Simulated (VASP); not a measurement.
Set up this calculation in VASP 6.6.1, as the native input.

```
Task                   : single point
Functional             : r2SCAN
Potentials or basis    : VASP PAW PBE potentials, release 64 (Ga_d, N)
Cutoff                 : 520 eV
k mesh                 : 12 × 12 × 6
Occupations            : gaussian, width 0.01 eV
Spin                   : non-collinear spin, zero start, spin-orbit coupling
Starting moments       : [[0.0, 0.0, 0.0], [0.0, 0.0, 0.0], [0.0, 0.0, 0.0], [0.0, 0.0, 0.0]] μB
Dipole correction      : no
Further INCAR settings : ALGO = Normal; EDIFF = 1e-07; NBANDS = 50
```

GaN:

```xyz
4
Lattice="3.0877 0.0000 0.0000 -1.5438 2.6740 0.0000 0.0000 0.0000 5.0281" Properties=species:S:1:pos:R:3 pbc="T T T"
Ga    0.0000    1.7827   -0.0039
Ga    1.5438    0.8913    2.5102
N     0.0000    1.7827    1.8894
N     1.5438    0.8913    4.4035
```

This cell differs from its parent crystal: strain -3.0%.

One way to write it, as run:

POSCAR

```
GaN
1.0
    3.0876548948      0.0000000000      0.0000000000
   -1.5438274474      2.6739875771      0.0000000000
    0.0000000000      0.0000000000      5.0281164724
Ga N
2 2
Direct
    0.3333333333      0.6666666667     -0.0007689437
    0.6666666667      0.3333333333      0.4992310563
    0.3333333333      0.6666666667      0.3757689437
    0.6666666667      0.3333333333      0.8757689437
```

INCAR.step1

```
PREC = Accurate ; ENCUT = 520
ISMEAR = 0 ; SIGMA = 0.01
LREAL = F ; LASPH = T
NELM = 150 ; LNONCOLLINEAR = T
MAGMOM = 0 0 0 0 0 0 0 0 0 0 0 0 ; LSORBIT = T
GGA_COMPAT = F ; NBANDS = 50
GGA = PE ; ALGO = Normal
EDIFF = 1E-4 ; LWAVE = T
LCHARG = F
```

INCAR.step2

```
PREC = Accurate ; ENCUT = 520
EDIFF = 1E-7 ; ISMEAR = 0
SIGMA = 0.01 ; LREAL = F
LASPH = T ; NELM = 150
ALGO = Normal ; ISIF = 2
LWAVE = F ; LCHARG = F
LNONCOLLINEAR = T ; MAGMOM = 0 0 0 0 0 0 0 0 0 0 0 0
LORBIT = 11 ; LSORBIT = T
GGA_COMPAT = F ; LORBMOM = T
METAGGA = R2SCAN ; LMIXTAU = T
NBANDS = 50 ; ISTART = 1
```

KPOINTS

```
Automatic mesh
0
Gamma
  12 12 6
```

Potentials or basis: VASP PAW PBE potentials, release 64 (Ga_d, N).

Run with:

```sh
$ cat potpaw_PBE.64/Ga_d/POTCAR potpaw_PBE.64/N/POTCAR > POTCAR
$ cp INCAR.step1 INCAR
$ mpirun -np 1 vasp_ncl > vasp.out
$ cp INCAR.step2 INCAR
$ mpirun -np 1 vasp_ncl > vasp.out
```

It gave:

| Item | Value |
| --- | --- |
| Pressure | 23.3 GPa |
| Largest force | 0.004 eV/Å |
| Net moment | 0.00 μB per cell |
| Valence electrons inside the program's atomic spheres | Ga 12.04; N 3.86 |

Caveat: the cell differs from its parent crystal (strain -3.0%); the cell stands under pressure; the PAW data sets were made with another functional, which shifts forces and pressure a little.

It took 49 min on 1 thread of Oxide Virtual Turin-like Processor, with other jobs on the host, peak memory 0.48 GiB.
